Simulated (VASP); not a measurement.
# ZnS in VASP: settings compared, part 2 of 2

VASP 6.6.1. Earlier steps stand in the parts before.

## (5) Single point, HSE06

POSCAR reads:

```
ZnS
1.0
    0.0000000000      2.7020000000      2.7020000000
    2.7020000000      0.0000000000      2.7020000000
    2.7020000000      2.7020000000      0.0000000000
Zn S
1 1
Direct
    0.7500000000      0.7500000000      0.7500000000
    0.0000000000      0.0000000000      0.0000000000
```

INCAR.step1 reads:

```
ALGO = Normal
EDIFF = 1E-5
ENCUT = 520
GGA = PE
ISIF = 2
ISMEAR = 0
LASPH = T
LREAL = F
LWAVE = T
NBANDS = 16
NELM = 80
PREC = Accurate
SIGMA = 0.05
```

INCAR.step2 reads:

```
ALGO = Normal
EDIFF = 1E-6
ENCUT = 520
GGA = PE
HFSCREEN = 0.2079
ISIF = 2
ISMEAR = 0
ISTART = 1
LASPH = T
LCHARG = T
LELF = T
LHFCALC = T
LREAL = F
LVHAR = T
LWAVE = F
NBANDS = 16
NELM = 80
PREC = Accurate
PRECFOCK = Normal
SIGMA = 0.05
```

KPOINTS reads:

```
k-points
0
Gamma
  5 5 5
```

Potentials or basis: VASP PAW PBE potentials, release 64 (Zn, S).

Run with:

```sh
$ cat potpaw_PBE.64/Zn/POTCAR potpaw_PBE.64/S/POTCAR > POTCAR
$ cp INCAR.step1 INCAR
$ mpirun -np 1 vasp_std > vasp.out
$ cp INCAR.step2 INCAR
$ mpirun -np 1 vasp_std > vasp.out
```

OUTCAR:

```text
EDIFF = 1E-6
   ENCUT = 520
   GGA = PE
   HFSCREEN = 0.2079
   ISIF = 2
   ISMEAR = 0
   ISTART = 1
   LASPH = T
   LHFCALC = T
   LREAL = F
   NELM = 80
   PREC = Accurate
   PRECFOCK = Normal

 ion  position               nearest neighbor table
   1  0.750  0.750  0.750-   2 2.34   2 2.34   2 2.34   2 2.34
   2  0.000  0.000  0.000-   1 2.34   1 2.34   1 2.34   1 2.34

  LATTYP: Found a face centered cubic cell.
 ALAT       =     5.4040000000

  Lattice vectors:

 A1 = (   0.0000000000,   2.7020000000,   2.7020000000)
 A2 = (   2.7020000000,   0.0000000000,   2.7020000000)
 A3 = (   2.7020000000,   2.7020000000,   0.0000000000)

Analysis of symmetry for initial positions (statically):
=====================================================================
 Subroutine PRICEL returns:
 Original cell was already a primitive cell.

 Routine SETGRP: Setting up the symmetry group for a
 face centered cubic supercell.

 Subroutine GETGRP returns: Found 24 space group operations
 (whereof 24 operations were pure point group operations)
 out of a pool of 48 trial point group operations.

The static configuration has the point symmetry T_d .

Analysis of symmetry for dynamics (positions and initial velocities):
=====================================================================
 Subroutine PRICEL returns:
 Original cell was already a primitive cell.

 Routine SETGRP: Setting up the symmetry group for a
 face centered cubic supercell.

 Subroutine GETGRP returns: Found 24 space group operations
 (whereof 24 operations were pure point group operations)
 out of a pool of 48 trial point group operations.

The dynamic configuration has the point symmetry T_d .

 Subroutine INISYM returns: Found 24 space group operations
 (whereof 24 operations are pure point group operations),
[... 104 lines left out ...]
  Thomas-Fermi vector in A             =   2.393807
   LORBIT       =      0    0 simple, 1 ext, 2 COOP (PROOUT), +10 PAW based schemes
   GGA     = PE    functional components
   LHFCALC =     T    Hartree Fock is set to
   PRECFOCK=normal    Normal, Fast or Accurate (Low or Medium for compatibility)
   ENCUT4O =  -1.0   cutoff for four orbital integrals eV
   NKREDX  =     1    reduce k-point grid by
   NKREDY  =     1    reduce k-point grid by
   NKREDZ  =     1    reduce k-point grid by
   AEXX    =    0.2500 exact exchange contribution
   HFSCREEN=    0.2079 screening length (either q_TF or 0.3 A-1)
   HFSCREENC=   0.2079 screening length for correlation (either q_TF or 0.3 A-1)
   ENCUTFOCK=  -1.0 apply spherical cutoff to Coloumb kernel
   IVDW    =     0    specifies the selected vdW correction
   LEPSILON=     F    determine dielectric tensor
   LRPA    =     F    only Hartree local field effects (RPA)
 non-spin polarized calculation
 Gauss-broadening in eV      SIGMA  =   0.05
  energy-cutoff  :      520.00
  volume of cell :       39.45
 maximum number of plane-waves:      1073
  NGX = 24; NGY = 24; NGZ = 24

 number of electron      18.0000000 magnetization

 Free energy of the ion-electron system (eV)
  ---------------------------------------------------
  ext. energy  EPLUGINS =         0.00000000
  ---------------------------------------------------
  free energy    TOTEN  =        -8.36585361 eV

  energy without entropy =       -8.36585361  energy(sigma->0) =       -8.36585361

 E-fermi :   1.6071     XC(G=0):  -7.9705

 val. band max:        1.3854102838   @ k =   0.0000   0.0000   0.0000
 cond. band min:       4.7148946115   @ k =   0.0000   0.0000   0.0000
 fundamental gap:      3.3294843277
 Fermi energy:         1.6070581069

 k-point     1 :       0.0000    0.0000    0.0000
  band No.  band energies     occupation
      1     -12.9342      2.00000
      2      -6.4645      2.00000
      3      -6.4645      2.00000
      4      -6.4645      2.00000
      5      -6.0201      2.00000
      6      -6.0201      2.00000
[... 167 lines left out ...]
      3      -6.2567      2.00000
      4      -6.0996      2.00000
      5      -6.0041      2.00000
      6      -5.7034      2.00000
[... 8 lines left out ...]
     15      16.2809      0.00000
     16      18.6407      0.00000

------------------------ aborting loop because EDIFF is reached ----------------------------------------

  FORCE on cell =-STRESS in cart. coord.  units (eV):
  Direction    XX          YY          ZZ          XY          YZ          ZX
  --------------------------------------------------------------------------------------
  -------------------------------------------------------------------------------------
  Total        0.2339052      0.2339052      0.2339052      0.0000000      0.0000000      0.0000000
  in kB        9.4987055      9.4987055      9.4987055      0.0000000      0.0000000      0.0000000
  external PRESSURE =       9.4987055 kB  Pullay stress =       0.0000000 kB

 VOLUME and BASIS-vectors are now :
 -----------------------------------------------------------------------------
  energy-cutoff  :      520.00
  volume of cell :       39.45
      direct lattice vectors                 reciprocal lattice vectors
     0.000000000  2.702000000  2.702000000    -0.185048113  0.185048113  0.185048113
     2.702000000  0.000000000  2.702000000     0.185048113 -0.185048113  0.185048113
     2.702000000  2.702000000  0.000000000     0.185048113  0.185048113 -0.185048113

 POSITION                                       TOTAL-FORCE (eV/Angst)
 -----------------------------------------------------------------------------------
      4.05300      4.05300      4.05300        -0.000000     -0.000000     -0.000000
      0.00000      0.00000      0.00000         0.000000      0.000000      0.000000
 -----------------------------------------------------------------------------------
    total drift:                                0.000164      0.000103      0.000086

  FREE ENERGIE OF THE ION-ELECTRON SYSTEM (eV)
  ---------------------------------------------------
  free  energy   TOTEN  =        -8.3658536107 eV

  energy  without entropy=       -8.3658536107  energy(sigma->0) =       -8.36585361
```

Run time: 20 min. Hardware: 1 thread of Oxide Virtual Turin-like, shared host; peak memory 0.23 GiB.

Results:

```yaml
Free_energy: -8.3659 eV
Pressure: 0.9 GPa
Band_gap_on_the_k_mesh: 3.33 eV
```

Caveat: the PAW data sets were made with another functional, which shifts forces and pressure a little.

## (6) Single point, PBEsol

INCAR reads:

```
ALGO     = Normal         # electronic algorithm
EDIFF    = 1E-6           # SCF threshold, eV
ENCUT    = 520            # plane-wave cutoff, eV
GGA      = PS             # functional
ISIF     = 2              # what is computed and relaxed
ISMEAR   = 0              # smearing method
LASPH    = True           # aspherical terms in the spheres
LCHARG   = False          # write CHGCAR
LREAL    = False          # projectors in reciprocal space
LWAVE    = False          # write WAVECAR
NBANDS   = 16             # bands
NELM     = 80             # most SCF steps
PREC     = Accurate       # precision mode
SIGMA    = 0.05           # smearing width, eV
```

KPOINTS reads:

```
k-points
0
Gamma
  12 12 12
```

POSCAR reads:

```
ZnS
1.0
    0.0000000000      2.7020000000      2.7020000000
    2.7020000000      0.0000000000      2.7020000000
    2.7020000000      2.7020000000      0.0000000000
Zn S
1 1
Direct
    0.7397190000      0.7437320000      0.7477960000
   -0.0090390000      0.0118540000     -0.0118510000
```

Potentials or basis: VASP PAW PBE potentials, release 64 (Zn, S).

Run with:

```sh
$ cat potpaw_PBE.64/Zn/POTCAR potpaw_PBE.64/S/POTCAR > POTCAR
$ mpirun -np 1 vasp_std > vasp.out
```

It took 5.3 min on 1 thread of Oxide Virtual Turin-like, shared host; peak memory 0.56 GiB.

The run converged. Its results:

```yaml
Free_energy: -7.5726 eV
Pressure: -1.6 GPa
Largest_force: 0.379 eV/Å
Band_gap_on_the_k_mesh: 1.94 eV
```

Forces on the atoms (eV/Å):
```
Zn   0.157 -0.156  0.307
S   -0.157  0.156 -0.307
```

Stress tensor (GPa, compression positive):
```
-1.63 -1.16  0.59
-1.16 -1.63 -0.59
 0.59 -0.59 -1.70
```

Levels at points of the mesh, in eV from the valence-band top:
```tsv
k point	band 6	band 7	band 8	band 9	band 10	band 11	band 12	band 13
(0.00, 0.00, 0.00)	-5.92	-0.11	-0.03	0.00	1.94	6.25	6.25	6.32
(0.50, 0.00, 0.00)	-5.72	-5.41	-1.02	-0.82	3.16	6.62	6.98	8.66
(0.00, 0.50, 0.00)	-5.73	-5.54	-0.99	-0.91	3.24	6.79	6.94	8.71
(0.00, 0.00, 0.50)	-5.72	-5.32	-1.00	-0.81	3.11	6.60	6.91	8.62
(0.50, 0.50, 0.50)	-5.72	-5.32	-1.00	-0.81	3.11	6.60	6.91	8.62
(0.50, 0.50, 0.00)	-5.71	-4.65	-2.31	-2.27	3.18	3.94	10.78	11.76
(0.00, 0.50, 0.50)	-5.71	-4.65	-2.29	-2.28	3.19	3.92	10.78	11.80
(0.50, 0.00, 0.50)	-5.71	-4.65	-2.29	-2.28	3.19	3.92	10.78	11.80
```

Caveat: the PAW data sets were made with another functional, which shifts forces and pressure a little.

## (7) Overview

| task | level | cell | k mesh | cutoff (eV) | smearing | grid for exact exchange (PRECFOCK) | share of exact exchange | screening parameter | gap on the mesh (eV) | pressure (GPa) |
| --- | --- | --- | --- | --- | --- | --- | --- | --- | --- | --- |
| single point | PBE-based screened hybrid with 15 % exact exchange | a = 3.821 Å, angles 60.0°, 2 atoms, atomic positions A | 5 × 5 × 5 | 520 | fermi-dirac 0.05 eV | Normal | 0.15 | 0.2 1/Å | 2.85 | 1.3 |
| relaxation of cell and atoms | HSE06 | relaxed from a = 3.821 Å, angles 60.0°, 2 atoms, atomic positions A | 5 × 5 × 5 | 600 | fermi-dirac 0.05 eV | Normal | 0.25 | 0.2079 1/Å | 3.27 | 0.0 |
| single point | r2SCAN | a = 3.770 Å, angles 60.0°, 2 atoms, atomic positions A | 9 × 9 × 9 | 550 | fermi-dirac 0.05 eV | - | - | - | 2.87 | 2.7 |
| single point | HSE06 | a = 3.821 Å, angles 60.0°, 2 atoms, atomic positions A | 5 × 5 × 5 | 520 | gaussian 0.05 eV | Normal | 0.25 | 0.2079 1/Å | 3.33 | 0.9 |
| single point | PBEsol | a = 3.821 Å, angles 60.0°, 2 atoms, atomic positions B | 12 × 12 × 12 | 520 | gaussian 0.05 eV | - | - | - | 1.94 | -1.6 |

Alike in all rows: potentials or basis VASP PAW PBE potentials, release 64 (Zn, S); no spin polarisation.

The pressure there spans -1.6 GPa (PBEsol) to 1.3 GPa (PBE-based screened hybrid with 15 % exact exchange); a positive pressure means that this level wants a larger cell, a negative one a smaller.

Caveats: the PAW data sets were made with another functional, which shifts forces and pressure a little.

Total energies depend on the potentials used, so only differences within one code and one set of settings carry meaning.

## (8) Comparison with measurements

Step 5. Against the measured gap of ZnS, 3.85 eV (direct; 19 K; quoted in “Electronic, vibrational, and thermodynamic properties of ZnS (zincblende and rocksalt structure)”, 2009, arxiv:0911.5022), the calculated 3.33 eV is off by -0.52 eV. The value is that of HSE06, without temperature or zero-point motion.
